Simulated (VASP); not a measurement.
A run of VASP 6.6.1 is set up as follows.

INCAR

```
SYSTEM = Si
PREC = Accurate
ENCUT = 500
EDIFF = 1E-6
ISMEAR = -1
SIGMA = 0.05
LREAL = .FALSE.
LASPH = .TRUE.
NELM = 120
ALGO = Normal
ISIF = 2
LWAVE = .FALSE.
LCHARG = .TRUE.
LELF = .TRUE.
LVHAR = .TRUE.
NBANDS = 8
GGA_COMPAT = .FALSE.
```

KPOINTS

```
regular mesh
0
G
  12 12 11
  0 0 0
```

Contents of POSCAR:

```
Si
1.0
    2.6719390558      0.0000000000      0.0000000000
   -1.3359695279      2.3139670997      0.0000000000
    0.0000000000      0.0000000000      2.5147265607
Si
1
Direct
    0.0000000000      0.0000000000      0.0000000000
```

Potentials or basis: VASP PAW LDA potentials, release 64 (Si).

Launch:

```console
$ cat potpaw_LDA.64/Si/POTCAR > POTCAR
$ mpirun -np 1 vasp_std > vasp.out
```

(1) Predict the pressure.

(2) Estimate the band gap on the k mesh.

Answers

(1) -6.7 GPa.

(2) zero (band 2 reaches 16.41 eV, above the bottom of band 3 at 4.64 eV).
